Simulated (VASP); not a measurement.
AlN, 2 atoms in the cell. It takes space group F-43m (No. 216, cubic). The conventional cell has a = 4.397 Å, b = 4.397 Å, c = 4.397 Å, α = 90.00°, β = 90.00°, γ = 90.00°. Al (site symmetry -43m) has 4 N at 1.90 Å within 2.5 Å. Within 2.5 Å of N (site symmetry -43m) lie 4 Al at 1.90 Å. 

```yaml
Program: VASP 6.6.1
Task: single point
Functional: r2SCAN
Potentials_or_basis: VASP PAW PBE potentials, release 64 (Al, N)
Cutoff: 520 eV
k_mesh: 10 × 10 × 10
Occupations: fermi-dirac, width 0.05 eV
Spin: no spin polarisation
Dipole_correction: no
Further_INCAR_settings: ALGO = Normal; EDIFF = 1e-06; NBANDS = 11
```

Potentials or basis: VASP PAW PBE potentials, release 64 (Al, N).

Run with:

```bash
$ cat potpaw_PBE.64/Al/POTCAR potpaw_PBE.64/N/POTCAR > POTCAR
$ cp INCAR.step1 INCAR
$ mpirun -np 1 vasp_std > vasp.out
$ cp INCAR.step2 INCAR
$ mpirun -np 1 vasp_std > vasp.out
```

Hardware: 1 thread of Intel Xeon 8259CL (shared host).

**Question.** How long does it take, and how much memory?

**Answer.** It took 55 s on 1 thread of Intel Xeon 8259CL, on a shared host, peak memory 0.14 GiB. Counts: k points 47.
